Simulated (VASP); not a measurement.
# BaTe (Fm-3m) in VASP: notebook

BaTe is run at these levels: PBEsol; tasks: single point, relaxation of cell and atoms.

All numbers are computed with VASP 6.6.1; they aren't measurements. Logs are shortened: lines on timing, memory, paths and dates and some standing lists are left out, and cuts for length are marked.

## 1. The cell of the first run

Symmetry: Fm-3m, No. 225, cubic system. Conventional cell: a = 6.943 Å, b = 6.943 Å, c = 6.943 Å, α = 90.00°, β = 90.00°, γ = 90.00°. Within 4.6 Å of Ba (site symmetry m-3m) lie 6 Te at 3.47 Å. Te (site symmetry m-3m) has 6 Ba at 3.47 Å within 4.6 Å.

## 2. Single point, PBEsol

INCAR reads:

```
PREC = Accurate ; ENCUT = 520
EDIFF = 1E-6 ; ISMEAR = -1
SIGMA = 0.1 ; LREAL = False
LASPH = True ; NELM = 100
ALGO = Normal ; ISIF = 2
LWAVE = False ; LCHARG = True
GGA = PS ; LELF = True
LVHAR = True ; NBANDS = 15
```

KPOINTS reads:

```
Automatic mesh
0
Gamma
  10 10 10
```

POSCAR reads:

```
BaTe
1.0
    3.4713714763      3.4713714763      0.0000000000
   -3.4713714763      3.4713714763      0.0000000000
    0.0000000000      3.4713714763      3.4713714763
Ba Te
1 1
Direct
    0.0000000000      0.0000000000      0.0000000000
    0.5000000000      0.5000000000      0.0000000000
```

Potentials or basis: VASP PAW PBE potentials, release 64 (Ba_sv, Te).

Launch:

```sh
> cat potpaw_PBE.64/Ba_sv/POTCAR potpaw_PBE.64/Te/POTCAR > POTCAR
> mpirun -np 1 vasp_std > vasp.out
```

OUTCAR:

```text
PREC = Accurate
   ENCUT = 520
   EDIFF = 1E-6
   ISMEAR = -1
   LREAL = False
   LASPH = True
   NELM = 100
   ISIF = 2
   GGA = PS

 ion  position               nearest neighbor table
   1  0.000  0.000  0.000-   2 3.47   2 3.47   2 3.47   2 3.47   2 3.47   2 3.47
   2  0.500  0.500  0.000-   1 3.47   1 3.47   1 3.47   1 3.47   1 3.47   1 3.47

  LATTYP: Found a face centered cubic cell.
 ALAT       =     6.9427429526

  Lattice vectors:

 A1 = (   0.0000000000,   3.4713714763,   3.4713714763)
 A2 = (   3.4713714763,   0.0000000000,   3.4713714763)
 A3 = (   3.4713714763,   3.4713714763,   0.0000000000)

Analysis of symmetry for initial positions (statically):
=====================================================================
 Subroutine PRICEL returns:
 Original cell was already a primitive cell.

 Routine SETGRP: Setting up the symmetry group for a
 face centered cubic supercell.

 Subroutine GETGRP returns: Found 48 space group operations
 (whereof 48 operations were pure point group operations)
 out of a pool of 48 trial point group operations.

The static configuration has the point symmetry O_h .

Analysis of symmetry for dynamics (positions and initial velocities):
=====================================================================
 Subroutine PRICEL returns:
 Original cell was already a primitive cell.

 Routine SETGRP: Setting up the symmetry group for a
 face centered cubic supercell.

 Subroutine GETGRP returns: Found 48 space group operations
 (whereof 48 operations were pure point group operations)
 out of a pool of 48 trial point group operations.

The dynamic configuration has the point symmetry O_h .

 Subroutine INISYM returns: Found 48 space group operations
 (whereof 48 operations are pure point group operations),
 and found     1 'primitive' translations

----------------------------------------------------------------------------------------

                                     Primitive cell

  volume of cell :      83.6630

  direct lattice vectors                    reciprocal lattice vectors
     3.471371476  3.471371476  0.000000000     0.144035291  0.144035291 -0.144035291
    -3.471371476  3.471371476  0.000000000    -0.144035291  0.144035291 -0.144035291
     0.000000000  3.471371476  3.471371476     0.000000000  0.000000000  0.288070582

  length of vectors
     4.909260622  4.909260622  4.909260622     0.249476442  0.249476442  0.288070582

  position of ions in fractional coordinates (direct lattice)
     0.000000000  0.000000000  0.000000000
     0.500000000  0.500000000  0.000000000

  ion indices of the primitive-cell ions
   primitive index   ion index
                 1           1
[... 80 lines left out ...]
   ISYM   =      2    0-nonsym 1-usesym 2-fastsym
   POTIM  = 0.5000    time-step for ionic-motion
   TEBEG  =    0.0;   TEEND  =   0.0 temperature during run
   PSTRESS=    0.0 pullay stress
   NELECT =      16.0000    total number of electrons
   NUPDOWN=      -1.0000    fix difference up-down
   EMIN   =  10.00;   EMAX   =-10.00  energy-range for DOS
   EFERMI =   0.00;   METHOD = LEGACY
   ISMEAR =    -1;   SIGMA  =   0.10  broadening in eV -4-tet -1-fermi 0-gaus
   EFERMI_NEDOS =   21; number of points for ismear=-14 and -15
   IALGO  =     38    algorithm
   IMIX   =      4    mixing-type and parameters
     AMIX     =   0.40;   BMIX     =  1.00
     AMIX_MAG =   1.60;   BMIX_MAG =  1.00
  volume/ion in A,a.u.               =      41.83       282.29
  Fermi-wavevector in a.u.,A,eV,Ry     =   0.943200  1.782389 12.104097  0.889626
  Thomas-Fermi vector in A             =   2.070884
   LORBIT       =      0    0 simple, 1 ext, 2 COOP (PROOUT), +10 PAW based schemes
   GGA     = PS    functional components
   LHFCALC =     F    Hartree Fock is set to
   AEXX    =    0.0000 exact exchange contribution
   IVDW    =     0    specifies the selected vdW correction
   LEPSILON=     F    determine dielectric tensor
   LRPA    =     F    only Hartree local field effects (RPA)
 non-spin polarized calculation
  energy-cutoff  :      520.00
  volume of cell :       83.66
 maximum number of plane-waves:      2279
 NGX is ok and might be reduce to    40
   NGX = 19   NGY = 19   NGZ = 19

 number of electron      16.0000000 magnetization

 Free energy of the ion-electron system (eV)
  ---------------------------------------------------
  ext. energy  EPLUGINS =         0.00000000
  ---------------------------------------------------
  free energy    TOTEN  =        -9.19097403 eV

  energy without entropy =       -9.19092679  energy(sigma->0) =       -9.19095041

 E-fermi :   3.0377     XC(G=0):  -8.5099

 val. band max:        2.3104847467   @ k =   0.0000   0.0000   0.0000
 cond. band min:       3.6844028788   @ k =   0.5000   0.5000   0.0000
 fundamental gap:      1.3739181321
 Fermi energy:         3.0376622529

 k-point     1 :       0.0000    0.0000    0.0000
  band No.  band energies     occupation
      1     -24.6081      2.00000
      2      -9.7527      2.00000
      3      -9.7527      2.00000
      4      -9.7527      2.00000
      5      -7.3250      2.00000
      6       2.3105      1.99861
      7       2.3105      1.99861
      8       2.3105      1.99861
      9       5.1585      0.00000
     10       5.1585      0.00000
     11       5.1585      0.00000
     12       5.1597      0.00000
     13       5.8307      0.00000
     14       5.8307      0.00000
[... 401 lines left out ...]
      2     -10.0554      2.00000
      3      -9.9091      2.00000
      4      -9.8049      2.00000
      5      -6.8005      2.00000
      6       0.7122      2.00000
      7       1.2378      2.00000
      8       1.3861      2.00000
      9       5.1795      0.00000
     10       6.9877      0.00000
     11       7.3161      0.00000
     12       7.6411      0.00000
     13       8.3963      0.00000
     14       8.6667      0.00000
     15      10.1595      0.00000

 [... further k-points ...]
[... 5 lines left out ...]
  --------------------------------------------------------------------------------------
  -------------------------------------------------------------------------------------
  Total        0.1906271      0.1906271      0.1906271      0.0000000      0.0000000     -0.0000000
  in kB        3.6505805      3.6505805      3.6505805      0.0000000      0.0000000     -0.0000000
  external PRESSURE =       3.6505805 kB  Pullay stress =       0.0000000 kB

 VOLUME and BASIS-vectors are now :
 -----------------------------------------------------------------------------
  energy-cutoff  :      520.00
  volume of cell :       83.66
      direct lattice vectors                 reciprocal lattice vectors
     3.471371476  3.471371476  0.000000000     0.144035291  0.144035291 -0.144035291
    -3.471371476  3.471371476  0.000000000    -0.144035291  0.144035291 -0.144035291
     0.000000000  3.471371476  3.471371476     0.000000000  0.000000000  0.288070582

 POSITION                                       TOTAL-FORCE (eV/Angst)
 -----------------------------------------------------------------------------------
      0.00000      0.00000      0.00000         0.000000      0.000000      0.000000
      0.00000      3.47137      0.00000        -0.000000     -0.000000      0.000000
 -----------------------------------------------------------------------------------
    total drift:                                0.000000     -0.000000     -0.000000

  FREE ENERGIE OF THE ION-ELECTRON SYSTEM (eV)
  ---------------------------------------------------
  free  energy   TOTEN  =        -9.1909740318 eV

  energy  without entropy=       -9.1909267899  energy(sigma->0) =       -9.19095041
```

OSZICAR:

```text
N       E                     dE             d eps       ncg     rms          rms(c)
DAV:   1     0.809286730795E+02    0.80929E+02   -0.62884E+03  1410   0.890E+02
DAV:   2    -0.413354241351E+01   -0.85062E+02   -0.78289E+02  1923   0.157E+02
DAV:   3    -0.919403760009E+01   -0.50605E+01   -0.50242E+01  1948   0.403E+01
DAV:   4    -0.930488975168E+01   -0.11085E+00   -0.11082E+00  1838   0.598E+00
DAV:   5    -0.930738293247E+01   -0.24932E-02   -0.24932E-02  1981   0.770E-01    0.375E+00
DAV:   6    -0.919734674996E+01    0.11004E+00   -0.11013E-01  1704   0.170E+00    0.244E+00
DAV:   7    -0.918869517144E+01    0.86516E-02   -0.85691E-02  1718   0.156E+00    0.755E-01
DAV:   8    -0.919072214551E+01   -0.20270E-02   -0.10729E-02  1536   0.600E-01    0.184E-01
DAV:   9    -0.919093448210E+01   -0.21234E-03   -0.65969E-04  1774   0.163E-01    0.527E-02
DAV:  10    -0.919096726287E+01   -0.32781E-04   -0.15224E-04  1725   0.787E-02    0.171E-02
DAV:  11    -0.919097682003E+01   -0.95572E-05   -0.30521E-05  1754   0.300E-02    0.174E-02
DAV:  12    -0.919097366439E+01    0.31556E-05   -0.10356E-05  1746   0.161E-02    0.102E-02
DAV:  13    -0.919097403185E+01   -0.36746E-06   -0.58744E-07  1055   0.498E-03
   1 F= -.91909740E+01 E0= -.91909504E+01  d E =-.472420E-04
```

stdout:

```text
POSCAR found type information on POSCAR BaTe
 POSCAR found :  2 types and       2 ions
 scaLAPACK will be used
 -----------------------------------------------------------------------------
|                                                                             |
|                                                                             |
|     You enforced a specific xc type in the INCAR file but a different       |
|     I HOPE YOU KNOW WHAT YOU ARE DOING!                                     |
|                                                                             |
 -----------------------------------------------------------------------------

 LDA part: xc-table for (Slater+PW92), standard interpolation
 POSCAR, INCAR and KPOINTS ok, starting setup
 FFT: planning ... GRIDC
 FFT: planning ... GRID_SOFT
 FFT: planning ... GRID
 WAVECAR not read
 entering main loop
```

It took 77 s on 1 thread of Intel Xeon Platinum 8375C at 2.90GHz (Ice Lake), shared host; peak memory 0.27 GiB.

What came out:

| Quantity | Value |
| --- | --- |
| Free energy | -9.1910 eV |
| Pressure | 0.4 GPa |
| Band gap on the k mesh | 1.37 eV, indirect (least direct gap 1.76 eV) |

Levels at points of the mesh, in eV from the valence-band top:
```csv
k point,band 6,band 7,band 8,band 9,band 10,band 11
"(0.00, 0.00, 0.00)",0.00,0.00,0.00,2.85,2.85,2.85
"(0.50, 0.00, 0.00)",-2.35,-1.20,-1.20,4.11,4.76,4.90
"(0.50, 0.50, 0.00)",-1.16,-0.39,-0.39,1.37,4.45,4.64
```

Caveat: the PAW data sets were made with another functional, which shifts forces and pressure a little; spin-orbit coupling is left out, which moves the levels of the heavy elements.

## 3. Relaxation of cell and atoms, PBEsol, target pressure -2 GPa, at which the enthalpy is minimised

INCAR reads:

```
SYSTEM = BaTe
ALGO = Normal ; EDIFF = 1E-6
EDIFFG = -0.002 ; ENCUT = 600
GGA = PS ; IBRION = 2
ISIF = 3 ; ISMEAR = 0
LASPH = .True. ; LCHARG = .False.
LREAL = .False. ; LWAVE = .False.
NELM = 80 ; NSW = 100
PREC = Accurate ; PSTRESS = -20.0
SIGMA = 0.01
```

KPOINTS reads:

```
k-points
0
Gamma
  6 6 6
  0 0 0
```

POSCAR is that of step 2.

Potentials or basis: VASP PAW PBE potentials, release 64 (Ba_sv, Te).

Launch:

```sh
> cat potpaw_PBE.64/Ba_sv/POTCAR potpaw_PBE.64/Te/POTCAR > POTCAR
> mpirun -np 1 vasp_std > vasp.out
```

Run time: 56 s. Hardware: 1 thread of Intel Xeon Platinum 8375C at 2.90GHz (Ice Lake), shared host; peak memory 0.24 GiB.

The run converged. Its results:

```yaml
Free_energy: -9.1478 eV
Relaxed_volume: 45.57 Å³/atom
Relaxed_cell: a = 5.051 Å, b = 5.051 Å, c = 5.051 Å, α = 60.00°, β = 60.00°, γ = 90.00°
Space_group_after_relaxing_to_0.05_Å: Fm-3m (No. 225)
Energy_change_on_relaxing_the_enthalpy_is_what_falls: +21.2 meV/atom
Ionic_steps: 3
Pressure_after_relaxing: -2.0 GPa
Band_gap_on_the_k_mesh: 1.56 eV, indirect (least direct gap 1.94 eV)
```

The path:
```
step  energy change (eV)  largest force (eV/Å)  pressure (GPa)  volume (Å³)
   1              0.0000                0.0000            0.37        83.66
   2              0.0456                0.0000           -2.06        91.40
   3              0.0423                0.0000           -2.00        91.14
```

Final structure:
```yaml
crystal:
  lattice:
    - [3.57181, 3.57181, 0.00000]
    - [-3.57181, 3.57181, 0.00000]
    - [0.00000, 3.57181, 3.57181]
  atoms:
    - { symbol: Ba, position: [0.00000, 0.00000, 0.00000] }
    - { symbol: Te, position: [0.50000, 0.50000, 0.00000] }
```

Levels at points of the mesh, in eV from the valence-band top:
```csv
k point,band 6,band 7,band 8,band 9,band 10,band 11
"(0.00, 0.00, 0.00)",0.00,0.00,0.00,2.53,2.90,2.90
"(0.50, 0.00, 0.00)",-2.12,-1.02,-1.02,3.99,4.55,4.72
"(0.50, 0.50, 0.00)",-1.13,-0.39,-0.39,1.56,4.28,4.31
```

Caveat: the cell is relaxed towards a set pressure, so the enthalpy falls and the energy may rise; the PAW data sets were made with another functional, which shifts forces and pressure a little; spin-orbit coupling is left out, which moves the levels of the heavy elements.

## 4. Relaxation of cell and atoms, PBEsol, target pressure 2 GPa, at which the enthalpy is minimised

INCAR reads:

```
  PREC = Accurate
  ENCUT = 600
  EDIFF = 1E-7
  ISMEAR = 0
  SIGMA = 0.01
  LREAL = F
  LASPH = T
  NELM = 100
  ALGO = Normal
  ISIF = 3
  LWAVE = F
  LCHARG = F
  GGA = PS
  IBRION = 2
  NSW = 100
  EDIFFG = -0.002
  PSTRESS = 20.0
```

KPOINTS reads:

```
regular mesh
0
Gamma
  6 6 6
```

POSCAR is that of step 3.

Launch:

```sh
> cat potpaw_PBE.64/Ba_sv/POTCAR potpaw_PBE.64/Te/POTCAR > POTCAR
> mpirun -np 1 vasp_std > vasp.out
```

Run time: 62 s. Hardware: 1 thread of Intel Xeon Platinum 8375C at 2.90GHz (Ice Lake), shared host; peak memory 0.25 GiB.

The run converged. Its results:

| Quantity | Value |
| --- | --- |
| Free energy | -9.1641 eV |
| Relaxed volume | 40.02 Å³/atom |
| Relaxed cell | a = 4.837 Å, b = 4.837 Å, c = 4.837 Å, α = 60.00°, β = 60.00°, γ = 90.00° |
| Space group after relaxing (to 0.05 Å) | Fm-3m (No. 225) |
| Energy change on relaxing (the enthalpy is what falls) | +13.1 meV/atom |
| Ionic steps | 3 |
| Pressure after relaxing | 2.0 GPa |
| Band gap on the k mesh | 1.26 eV, indirect (least direct gap 1.65 eV) |

Step by step:
| step | energy change (eV) | largest force (eV/Å) | pressure (GPa) | volume (Å³) |
| --- | --- | --- | --- | --- |
| 1 | 0.0000 | 0.0000 | 0.37 | 83.66 |
| 2 | 0.0471 | 0.0000 | 2.75 | 78.62 |
| 3 | 0.0261 | 0.0000 | 2.00 | 80.04 |

Final structure:
```yaml
crystal:
  lattice:
    - [3.42047, 3.42047, 0.00000]
    - [-3.42047, 3.42047, 0.00000]
    - [0.00000, 3.42047, 3.42047]
  atoms:
    - { symbol: Ba, position: [0.00000, 0.00000, 0.00000] }
    - { symbol: Te, position: [0.50000, 0.50000, 0.00000] }
```

Levels at points of the mesh, in eV from the valence-band top:
```tsv
k point	band 4	band 5	band 6	band 7	band 8	band 9	band 10	band 11	band 12
(0.00, 0.00, 0.00)	-11.97	-9.74	0.00	0.00	0.00	2.81	2.81	2.81	3.03
(0.50, 0.00, 0.00)	-11.99	-8.77	-2.48	-1.29	-1.29	4.17	4.86	4.99	4.99
(0.50, 0.50, 0.00)	-12.09	-9.51	-1.17	-0.39	-0.39	1.26	4.52	4.84	5.89
```

Caveat: the cell is relaxed towards a set pressure, so the enthalpy falls and the energy may rise; the PAW data sets were made with another functional, which shifts forces and pressure a little; spin-orbit coupling is left out, which moves the levels of the heavy elements. A k mesh can miss the band edges.

## 5. Summary

```csv
task,cell,k mesh,cutoff (eV),smearing,gap on the mesh (eV),pressure (GPa)
single point,"a = 4.909 Å, angles 60.0, 60.0, 90.0°, 2 atoms",10 × 10 × 10,520,fermi-dirac 0.1 eV,1.37,0.4
relaxation of cell and atoms,"relaxed to -2 GPa from a = 4.909 Å, angles 60.0, 60.0, 90.0°, 2 atoms",6 × 6 × 6,600,gaussian 0.01 eV,1.56,-2.0
relaxation of cell and atoms,"relaxed to 2 GPa from a = 4.909 Å, angles 60.0, 60.0, 90.0°, 2 atoms",6 × 6 × 6,600,gaussian 0.01 eV,1.26,2.0
```

Alike in all rows: level PBEsol; potentials or basis VASP PAW PBE potentials, release 64 (Ba_sv, Te); no spin polarisation.

Caveats: the PAW data sets were made with another functional, which shifts forces and pressure a little; spin-orbit coupling is left out, which moves the levels of the heavy elements; the cell is relaxed towards a set pressure, so the enthalpy falls and the energy may rise (some runs).

Absolute energies hang on the potentials; compare differences alone.
